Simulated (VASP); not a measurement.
Pt, 1 atom in the cell. Symmetry: Fm-3m, No. 225, cubic system. Conventional cell: a = 3.920 Å, b = 3.920 Å, c = 3.920 Å, α = 90.00°, β = 90.00°, γ = 90.00°. Pt (site symmetry m-3m) has 12 Pt at 2.77 Å within 3.7 Å. 

| Property | Result |
| --- | --- |
| Program | VASP 6.6.1 |
| Task | single point |
| Functional | r2SCAN |
| Potentials or basis | VASP PAW PBE potentials, release 64 (Pt_sv_GW) |
| Cutoff | 550 eV |
| k mesh | 12 × 12 × 12 |
| Occupations | gaussian, width 0.05 eV |
| Spin | non-collinear spin, zero start, spin-orbit coupling |
| Starting moments | [[0.0, 0.0, 0.0]] μB |
| Dipole correction | no |
| Second run | valence_matched |
| Further INCAR settings | ALGO = Normal; EDIFF = 1e-06; NBANDS = 29 |

Potentials or basis: VASP PAW PBE potentials, release 64 (Pt_sv_GW).

The run is started by

```bash
$ cat potpaw_PBE.64/Pt_sv_GW/POTCAR > POTCAR
$ cp INCAR.step1 INCAR
$ mpirun -np 1 vasp_ncl > vasp.out
$ cp INCAR.step2 INCAR
$ mpirun -np 1 vasp_ncl > vasp.out
```

Hardware: 1 thread of Intel(R) Xeon(R) Platinum 8375C CPU @ 2.90GHz (Ice Lake) (shared host).

Problem. How long does it take, and how much memory?

Solution. Run time: 8.4 min on 1 thread of Intel(R) Xeon(R) Platinum 8375C CPU @ 2.90GHz (Ice Lake), with other jobs on the host, peak memory 0.26 GiB. Counts: k points 72.
